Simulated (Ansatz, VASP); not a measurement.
**One calculation of Sc3W, two programs**

```
Sc W
1.0
     6.22177    0.00000    0.00000
    -3.11089    5.38821    0.00000
     0.00000    0.00000    4.94596
Sc W
6 2
Direct
  0.82959 0.65918 0.25000
  0.17041 0.82959 0.75000
  0.34082 0.17041 0.25000
  0.17041 0.34082 0.75000
  0.82959 0.17041 0.25000
  0.65918 0.82959 0.75000
  0.33333 0.66667 0.25000
  0.66667 0.33333 0.75000
```

Alike in both runs: functional PBE; k mesh 3 × 3 × 4; occupations gaussian, width 0.1 eV; no spin polarisation.

Ansatz relaxed the structure, and its values are those at the end. VASP's run is a single point on that final structure, the one shown.

|  | VASP | Ansatz |
| --- | --- | --- |
| version | VASP 6.6.1 | Ansatz 0.2.0 |
| potentials or method | VASP PAW PBE potentials, release 64 (Sc_sv, W_sv), cutoff 520 eV | scalar-relativistic, plane waves, PAW |
| valence electrons in the cell | 94 | 94 |

```csv
,VASP,Ansatz,Ansatz less VASP
gap on the k mesh at the Fermi level (eV),none,none,-
pressure (GPa),0.1,0.0,-0.12
```

A gap of «none» marks a metal or a gap that the smearing closes. The functional is the same, so the differences come from potentials, cutoffs and numerics.

The k mesh is coarse, so the values compare programs but aren't converged. Neither program's run includes spin-orbit coupling.
